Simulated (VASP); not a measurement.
Input of a VASP 6.6.1 run:

The input INCAR:

```
SYSTEM = Ta
  PREC = Accurate
  ENCUT = 520
  EDIFF = 1E-6
  ISMEAR = 0
  SIGMA = 0.15
  LREAL = .False.
  LASPH = .True.
  NELM = 100
  ALGO = Fast
  ISIF = 2
  LWAVE = .False.
  LCHARG = .False.
  GGA = PE
  NBANDS = 12
```

The input KPOINTS:

```
Automatic mesh
0
Gamma
  20 20 20
  0 0 0
```

The input POSCAR:

```
Ta
1.0
   -1.6512800000      1.6512800000      1.5191776000
    1.6512800000     -1.6512800000      1.5191776000
    1.6512800000      1.6512800000     -1.5191776000
Ta
1
Direct
    0.0000000000      0.0000000000      0.0000000000
```

Potentials or basis: VASP PAW PBE potentials, release 64 (Ta_pv).

Run with:

```bash
$ cat potpaw_PBE.64/Ta_pv/POTCAR > POTCAR
$ mpirun -np 1 vasp_std > vasp.out
```

Task: What does it give for the band gap on the k mesh?

Result: Zero (an odd number of electrons rules out a gap without spin polarisation).

Task: What does it give for the pressure?

Result: 24.0 GPa.

Stress tensor (GPa, compression positive):
```
20.93  0.00  0.00
 0.00 20.93  0.00
 0.00  0.00 30.10
```

Caveat: the cell differs from its parent crystal (strain +0.000 along x and y, -0.080 along z); the cell stands under pressure; spin-orbit coupling is left out, which moves the levels of the heavy elements.
